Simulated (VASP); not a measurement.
# Sr2O5 (cubic X2O5 type) (Pn-3m) in VASP: a series of runs, part 3 of 3

VASP 6.6.1. Earlier steps stand in the parts before.

## (5) Single point, PBE

This run uses another cell than the first one, of 13.69 Å³/atom.

The input, INCAR:

```
PREC = Accurate
ENCUT = 520
EDIFF = 1E-7
ISMEAR = -1
SIGMA = 0.06122561905347299
LREAL = F
LASPH = T
NELM = 100
ALGO = Normal
ISIF = 2
LWAVE = F
LCHARG = F
GGA = PE
NBANDS = 63
```

The input, KPOINTS:

```
Automatic mesh
0
Gamma
  10 10 10
```

The input, POSCAR:

```
Sr2O5
1.0
    5.7654796943      0.0000000000      0.0000000000
    0.0000000000      5.7654796943      0.0000000000
    0.0000000000      0.0000000000      5.7654796943
Sr O
4 10
Direct
    0.0000000000      0.0000000000      0.0000000000
    0.5000000000      0.5000000000      0.0000000000
    0.5000000000      0.0000000000      0.5000000000
    0.0000000000      0.5000000000      0.5000000000
    0.5000000000      0.0000000000      0.0000000000
    0.0000000000      0.5000000000      0.0000000000
    0.0000000000      0.0000000000      0.5000000000
    0.5000000000      0.5000000000      0.5000000000
    0.7500000000      0.7500000000      0.2500000000
    0.7500000000      0.2500000000      0.7500000000
    0.2500000000      0.7500000000      0.7500000000
    0.7500000000      0.2500000000      0.2500000000
    0.2500000000      0.7500000000      0.2500000000
    0.2500000000      0.2500000000      0.7500000000
```

Potentials or basis: VASP PAW PBE potentials, release 64 (Sr_sv, O).

Launch:

```console
$ cat potpaw_PBE.64/Sr_sv/POTCAR potpaw_PBE.64/O/POTCAR > POTCAR
$ mpirun -np 1 vasp_std > vasp.out
```

OUTCAR:

```text
PREC = Accurate
   ENCUT = 520
   EDIFF = 1E-7
   ISMEAR = -1
   LREAL = F
   LASPH = T
   NELM = 100
   ISIF = 2
   GGA = PE

 ion  position               nearest neighbor table
   1  0.000  0.000  0.000-   9 2.50  10 2.50  11 2.50  12 2.50  13 2.50  14 2.50   5 2.88   6 2.88
                             7 2.88   7 2.88   6 2.88   5 2.88   3 4.08   4 4.08   2 4.08   2 4.08
   2  0.500  0.500  0.000-   9 2.50  10 2.50  11 2.50  12 2.50  13 2.50  14 2.50   5 2.88   6 2.88
                             8 2.88   8 2.88   5 2.88   6 2.88   3 4.08   4 4.08   1 4.08   1 4.08
   3  0.500  0.000  0.500-   9 2.50  10 2.50  11 2.50  12 2.50  13 2.50  14 2.50   5 2.88   7 2.88
                             8 2.88   5 2.88   8 2.88   7 2.88   1 4.08   2 4.08   1 4.08   2 4.08
   4  0.000  0.500  0.500-   9 2.50  10 2.50  11 2.50  12 2.50  13 2.50  14 2.50   6 2.88   7 2.88
                             8 2.88   6 2.88   7 2.88   8 2.88   1 4.08   2 4.08   1 4.08   1 4.08
   5  0.500  0.000  0.000-   1 2.88   2 2.88   3 2.88   3 2.88   2 2.88   1 2.88
   6  0.000  0.500  0.000-   1 2.88   2 2.88   4 2.88   4 2.88   1 2.88   2 2.88
   7  0.000  0.000  0.500-   1 2.88   3 2.88   4 2.88   1 2.88   4 2.88   3 2.88
   8  0.500  0.500  0.500-   2 2.88   3 2.88   4 2.88   2 2.88   3 2.88   4 2.88
   9  0.750  0.750  0.250-   1 2.50   2 2.50   3 2.50   4 2.50
  10  0.750  0.250  0.750-   1 2.50   2 2.50   3 2.50   4 2.50
  11  0.250  0.750  0.750-   1 2.50   2 2.50   3 2.50   4 2.50
  12  0.750  0.250  0.250-   1 2.50   2 2.50   3 2.50   4 2.50
  13  0.250  0.750  0.250-   1 2.50   2 2.50   3 2.50   4 2.50
  14  0.250  0.250  0.750-   1 2.50   2 2.50   3 2.50   4 2.50

  LATTYP: Found a simple cubic cell.
 ALAT       =     5.7654796943

  Lattice vectors:

 A1 = (   5.7654796943,   0.0000000000,   0.0000000000)
 A2 = (   0.0000000000,   5.7654796943,   0.0000000000)
 A3 = (   0.0000000000,   0.0000000000,   5.7654796943)

Analysis of symmetry for initial positions (statically):
=====================================================================
 Subroutine PRICEL returns:
 Original cell was already a primitive cell.

 Routine SETGRP: Setting up the symmetry group for a
 simple cubic supercell.

 Subroutine GETGRP returns: Found 48 space group operations
 (whereof 12 operations were pure point group operations)
 out of a pool of 48 trial point group operations.

The static configuration has the point symmetry D_3d.
 The point group associated with its full space group is O_h .

Analysis of symmetry for dynamics (positions and initial velocities):
=====================================================================
 Subroutine PRICEL returns:
 Original cell was already a primitive cell.

 Routine SETGRP: Setting up the symmetry group for a
 simple cubic supercell.

 Subroutine GETGRP returns: Found 48 space group operations
 (whereof 12 operations were pure point group operations)
 out of a pool of 48 trial point group operations.

The dynamic configuration has the point symmetry D_3d.
 The point group associated with its full space group is O_h .

 Subroutine INISYM returns: Found 48 space group operations
 (whereof 12 operations are pure point group operations),
 and found     1 'primitive' translations

----------------------------------------------------------------------------------------

                                     Primitive cell

  volume of cell :     191.6489

  direct lattice vectors                    reciprocal lattice vectors
     5.765479694  0.000000000  0.000000000     0.173446106  0.000000000  0.000000000
[... 104 lines left out ...]
   ISPIN  =      1    spin polarized calculation?
   LNONCOLLINEAR =      F non collinear calculations
   LSORBIT =      F    spin-orbit coupling
   LASPH  =      T    aspherical Exc in radial PAW
   ENCUT  =  520.0 eV  38.22 Ry    6.18 a.u.  10.72 10.72 10.72*2*pi/ulx,y,z
   NELM   =    100;   NELMIN=  2; NELMDL= -5     # of ELM steps
   EDIFF  = 0.1E-06   stopping-criterion for ELM
   LREAL  =      F    real-space projection
   EDIFFG = 0.1E-05   stopping-criterion for IOM
   NSW    =      0    number of steps for IOM
   IBRION =     -1    ionic relax: 0-MD 1-quasi-New 2-CG
   NFREE  =      0    steps in history (QN), initial steepest desc. (CG)
   ISIF   =      2    stress and relaxation
   ISYM   =      2    0-nonsym 1-usesym 2-fastsym
   POTIM  = 0.5000    time-step for ionic-motion
   TEBEG  =    0.0;   TEEND  =   0.0 temperature during run
   PSTRESS=    0.0 pullay stress
   NELECT =     100.0000    total number of electrons
   NUPDOWN=      -1.0000    fix difference up-down
   EMIN   =  10.00;   EMAX   =-10.00  energy-range for DOS
   EFERMI =   0.00;   METHOD = LEGACY
   ISMEAR =    -1;   SIGMA  =   0.06  broadening in eV -4-tet -1-fermi 0-gaus
   EFERMI_NEDOS =   21; number of points for ismear=-14 and -15
   IALGO  =     38    algorithm
   IMIX   =      4    mixing-type and parameters
     AMIX     =   0.40;   BMIX     =  1.00
     AMIX_MAG =   1.60;   BMIX_MAG =  1.00
  volume/ion in A,a.u.               =      13.69        92.38
  Fermi-wavevector in a.u.,A,eV,Ry     =   1.317972  2.490605 23.633988  1.737049
  Thomas-Fermi vector in A             =   2.447975
   LORBIT       =      0    0 simple, 1 ext, 2 COOP (PROOUT), +10 PAW based schemes
   GGA     = PE    functional components
   LHFCALC =     F    Hartree Fock is set to
   AEXX    =    0.0000 exact exchange contribution
   IVDW    =     0    specifies the selected vdW correction
   LEPSILON=     F    determine dielectric tensor
   LRPA    =     F    only Hartree local field effects (RPA)
 non-spin polarized calculation
  energy-cutoff  :      520.00
  volume of cell :      191.65
 maximum number of plane-waves:      5232
 NGX is ok and might be reduce to    48
   NGX = 21   NGY = 21   NGZ = 21

 number of electron     100.0000000 magnetization

 number of electron      99.9999997 magnetization

 Free energy of the ion-electron system (eV)
  ---------------------------------------------------
  ext. energy  EPLUGINS =         0.00000000
  ---------------------------------------------------
  free energy    TOTEN  =       -65.83126015 eV

  energy without entropy =      -65.50766413  energy(sigma->0) =      -65.66946214

 E-fermi :   1.1228     XC(G=0): -10.2845

 val. band max:        1.1222924025   @ k =   0.5000   0.4000   0.3000
 cond. band min:       1.1245843922   @ k =   0.3000   0.3000   0.1000
 fundamental gap:      0.0022919897
 Fermi energy:         1.1228041930

 k-point     1 :       0.0000    0.0000    0.0000
  band No.  band energies     occupation
      1     -30.8123      2.00000
      2     -30.7431      2.00000
      3     -30.7431      2.00000
      4     -30.7431      2.00000
      5     -16.2617      2.00000
      6     -16.2071      2.00000
[... 1549 lines left out ...]
     61       9.4453      0.00000
     62       9.5749      0.00000

 [... further k-points ...]

 [bands above 62 left out]

------------------------ aborting loop because EDIFF is reached ----------------------------------------

  FORCE on cell =-STRESS in cart. coord.  units (eV):
  Direction    XX          YY          ZZ          XY          YZ          ZX
  --------------------------------------------------------------------------------------
  -------------------------------------------------------------------------------------
  Total        2.4451924      2.4451924      2.4451924      0.0000000     -0.0000000      0.0000000
  in kB       20.4417127     20.4417127     20.4417127      0.0000000     -0.0000000      0.0000000
  external PRESSURE =      20.4417127 kB  Pullay stress =       0.0000000 kB

 VOLUME and BASIS-vectors are now :
 -----------------------------------------------------------------------------
  energy-cutoff  :      520.00
  volume of cell :      191.65
      direct lattice vectors                 reciprocal lattice vectors
     5.765479694  0.000000000  0.000000000     0.173446106  0.000000000  0.000000000
     0.000000000  5.765479694  0.000000000     0.000000000  0.173446106  0.000000000
     0.000000000  0.000000000  5.765479694     0.000000000  0.000000000  0.173446106

 POSITION                                       TOTAL-FORCE (eV/Angst)
 -----------------------------------------------------------------------------------
      0.00000      0.00000      0.00000        -0.000000      0.000000     -0.000000
      2.88274      2.88274      0.00000        -0.000000      0.000000     -0.000000
      2.88274      0.00000      2.88274        -0.000000      0.000000     -0.000000
      0.00000      2.88274      2.88274        -0.000000      0.000000     -0.000000
      2.88274      0.00000      0.00000        -0.000000      0.000000     -0.000000
      0.00000      2.88274      0.00000        -0.000000      0.000000     -0.000000
      0.00000      0.00000      2.88274        -0.000000      0.000000     -0.000000
      2.88274      2.88274      2.88274        -0.000000      0.000000     -0.000000
      4.32411      4.32411      1.44137         0.000000      0.000000     -0.000000
      4.32411      1.44137      4.32411        -0.000000     -0.000000     -0.000000
      1.44137      4.32411      4.32411         0.000000     -0.000000     -0.000000
      4.32411      1.44137      1.44137         0.000000      0.000000      0.000000
      1.44137      4.32411      1.44137         0.000000      0.000000     -0.000000
      1.44137      1.44137      4.32411        -0.000000     -0.000000      0.000000
 -----------------------------------------------------------------------------------
    total drift:                               -0.000000      0.000000      0.000000

  FREE ENERGIE OF THE ION-ELECTRON SYSTEM (eV)
  ---------------------------------------------------
  free  energy   TOTEN  =       -65.8312601511 eV

  energy  without entropy=      -65.5076641323  energy(sigma->0) =      -65.66946214
```

Wall time 20 min (1 thread of Oxide Virtual Turin-like, shared host); peak memory 0.6 GiB.

What came out:

```yaml
Free_energy: -65.8313 eV
Pressure: 2.0 GPa
Band_gap_on_the_k_mesh: zero (bands 50 and 51 overlap by 0.22 eV)
```

Caveat: semilocal functionals underestimate gaps, so a narrow gap can read as zero.

## (6) Single point, PBE

This run uses another cell than the first one, of 13.41 Å³/atom.

The input, INCAR:

```
  PREC = Accurate
  ENCUT = 520
  EDIFF = 1E-7
  ISMEAR = -1
  SIGMA = 0.06122561905347299
  LREAL = False
  LASPH = True
  NELM = 80
  ALGO = Normal
  ISIF = 2
  LWAVE = False
  LCHARG = False
  GGA = PE
  NBANDS = 63
```

The input, KPOINTS:

```
regular mesh
0
Gamma
  10 10 10
```

Changes to POSCAR since step 5:

```diff
@@ -2,5 +2,5 @@
 1.0
-    5.7654796943      0.0000000000      0.0000000000
-    0.0000000000      5.7654796943      0.0000000000
-    0.0000000000      0.0000000000      5.7654796943
+    5.7259888680      0.0000000000      0.0000000000
+    0.0000000000      5.7259888680      0.0000000000
+    0.0000000000      0.0000000000      5.7259888680
 Sr O
```

Potentials or basis: VASP PAW PBE potentials, release 64 (Sr_sv, O).

Launch:

```console
$ cat potpaw_PBE.64/Sr_sv/POTCAR potpaw_PBE.64/O/POTCAR > POTCAR
$ mpirun -np 1 vasp_std > vasp.out
```

Run time: 14 min. Hardware: 1 thread of Oxide Virtual Turin-like, shared host; peak memory 0.58 GiB.

Results (log left out):

```yaml
Free_energy: -65.7541 eV
Pressure: 3.9 GPa
Band_gap_on_the_k_mesh: zero (bands 50 and 51 overlap by 0.23 eV)
```

Levels at points of the mesh, in eV from the Fermi level:
```
           k point  band 48  band 49  band 50  band 51  band 52  band 53
(0.00, 0.00, 0.00)     0.05     0.05     0.05     0.38     0.38     0.38
(0.50, 0.00, 0.00)    -0.43    -0.24    -0.24    -0.03    -0.03     0.01
(0.50, 0.50, 0.00)    -0.24    -0.20    -0.20     0.21     0.21     0.32
(0.50, 0.50, 0.50)    -0.12    -0.12    -0.10    -0.10    -0.10     0.07
```

Caveat: the cell stands under pressure; semilocal functionals underestimate gaps, so a narrow gap can read as zero.

## (7) Summary

```tsv
cell	k mesh	gap on the mesh (eV)	pressure (GPa)
a = 5.804 Å, 14 atoms	7 × 7 × 7	none	0.4
a = 5.843 Å, 14 atoms	7 × 7 × 7	none	-1.1
a = 5.686 Å, 14 atoms	10 × 10 × 10	none	6.0
a = 5.765 Å, 14 atoms	10 × 10 × 10	none	2.0
a = 5.726 Å, 14 atoms	10 × 10 × 10	none	3.9
```

Alike in all rows: task single point; level PBE; potentials or basis VASP PAW PBE potentials, release 64 (Sr_sv, O); no spin polarisation; cutoff (eV) 520; smearing fermi-dirac 0.0612256 eV.

Caveats: semilocal functionals underestimate gaps, so a narrow gap can read as zero; the cell stands under pressure (at least some runs).

Absolute energies hang on the potentials; compare differences alone.
